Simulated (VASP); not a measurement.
Write the native input for VASP 6.6.1 that does the following.

| Item | Value |
| --- | --- |
| Task | single point |
| Functional | PBE |
| Potentials or basis | VASP PAW PBE potentials, release 64 (Be) |
| Cutoff | 520 eV |
| k mesh | 18 × 18 × 18 |
| Occupations | gaussian, width 0.05 eV |
| Spin | no spin polarisation |
| Dipole correction | no |
| Further INCAR settings | ALGO = Normal; EDIFF = 1e-06; NBANDS = 7 |

The structure of Be lies in POSCAR:

```
Be
1.0
   -1.2098749761      1.2098749761      1.2098749761
    1.2098749761     -1.2098749761      1.2098749761
    1.2098749761      1.2098749761     -1.2098749761
Be
1
Direct
    0.0000000000      0.0000000000      0.0000000000
```

One way to write it, as run:

INCAR

```
ALGO = Normal
EDIFF = 1E-6
ENCUT = 520
GGA = PE
ISIF = 2
ISMEAR = 0
LASPH = T
LCHARG = F
LREAL = F
LWAVE = F
NBANDS = 7
NELM = 60
PREC = Accurate
SIGMA = 0.05
```

KPOINTS

```
k-points
0
Gamma
  18 18 18
```

Potentials or basis: VASP PAW PBE potentials, release 64 (Be).

The run is started by

```bash
$ cat potpaw_PBE.64/Be/POTCAR > POTCAR
$ mpirun -np 1 vasp_std > vasp.out
```

Results of the run:

The pressure is 14.5 GPa. The band gap on the k mesh is zero (band 1 reaches 13.18 eV, above the bottom of band 2 at 7.37 eV).

Run time: 9.3 s on 1 thread of AMD EPYC 7R43 64-Core Processor (Zen 3) (shared host), peak memory 0.08 GiB.
